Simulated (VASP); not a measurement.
A run of VASP 6.6.1 is set up as follows.

INCAR

```
PREC = Accurate
ENCUT = 520
EDIFF = 1E-6
ISMEAR = 0
SIGMA = 0.1
LREAL = False
LASPH = True
NELM = 60
ALGO = Normal
ISIF = 2
LWAVE = False
LCHARG = True
LELF = True
LVHAR = True
NBANDS = 10
```

Contents of KPOINTS:

```
Automatic mesh
0
Gamma
  12 12 12
```

POSCAR

```
Rb
1.0
   -2.6927324234      2.6927324234      2.6927324234
    2.6927324234     -2.6927324234      2.6927324234
    2.6927324234      2.6927324234     -2.6927324234
Rb
1
Direct
    0.0000000000      0.0000000000      0.0000000000
```

Potentials or basis: VASP PAW LDA potentials, release 64 (Rb_sv).

Launch:

```sh
$ cat potpaw_LDA.64/Rb_sv/POTCAR > POTCAR
$ mpirun -np 1 vasp_std > vasp.out
```

Q: What does it give for the pressure?

A: 0.0 GPa.

Q: What does it give for the band gap on the k mesh?

A: Zero (an odd number of electrons rules out a gap without spin polarisation).
